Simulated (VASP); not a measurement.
Write the native input for VASP 6.6.1 that does the following.

```yaml
Task: single point
Functional: PBEsol
Potentials_or_basis: VASP PAW PBE potentials, release 64 (Mo_sv)
Cutoff: 520 eV
k_mesh: 26 × 26 × 26
Occupations: gaussian, width 0.15 eV
Spin: no spin polarisation
Dipole_correction: no
Further_INCAR_settings: ALGO = Fast; EDIFF = 1e-07; NBANDS = 13
```

The structure of Mo lies in POSCAR:

```
Mo
1.0
   -1.5509627096      1.5646534271      1.5509627096
    1.5783441446     -1.5646534271      1.5783441446
    1.5509627096      1.5646534271     -1.5509627096
Mo
1
Direct
    0.0000000000      0.0000000000      0.0000000000
```

This cell differs from its parent crystal: strain +0.0175 x Voigt [0, 0, 0, 0, 1, 0].

These files were run (other wordings do the same):

INCAR

```
SYSTEM = Mo
PREC     = Accurate       ! precision mode
ENCUT    = 520            ! plane-wave cutoff, eV
EDIFF    = 1E-7           ! SCF threshold, eV
ISMEAR   = 0              ! smearing method
SIGMA    = 0.15           ! smearing width, eV
LREAL    = .FALSE.        ! projectors in reciprocal space
LASPH    = .TRUE.         ! aspherical terms in the spheres
NELM     = 100            ! most SCF steps
ALGO     = Fast           ! electronic algorithm
ISIF     = 2              ! what is computed and relaxed
LWAVE    = .FALSE.        ! write WAVECAR
LCHARG   = .FALSE.        ! write CHGCAR
GGA      = PS             ! functional
NBANDS   = 13             ! bands
```

KPOINTS

```
Automatic mesh
0
G
  26 26 26
  0 0 0
```

Potentials or basis: VASP PAW PBE potentials, release 64 (Mo_sv).

Launch:

```sh
$ cat potpaw_PBE.64/Mo_sv/POTCAR > POTCAR
$ mpirun -np 1 vasp_std > vasp.out
```

Results of the run:

The pressure is 0.7 GPa and the band gap on the k mesh is zero (bands 7 and 8 overlap by 5.27 eV).

Caveat: the cell differs from its parent crystal (strain +0.0175 x Voigt [0, 0, 0, 0, 1, 0]); the PAW data sets were made with another functional, which shifts forces and pressure a little.

Wall time 2.6 min on 1 thread of Intel(R) Xeon(R) 6975P-C (Granite Rapids), with other jobs on the host, peak memory 0.53 GiB.
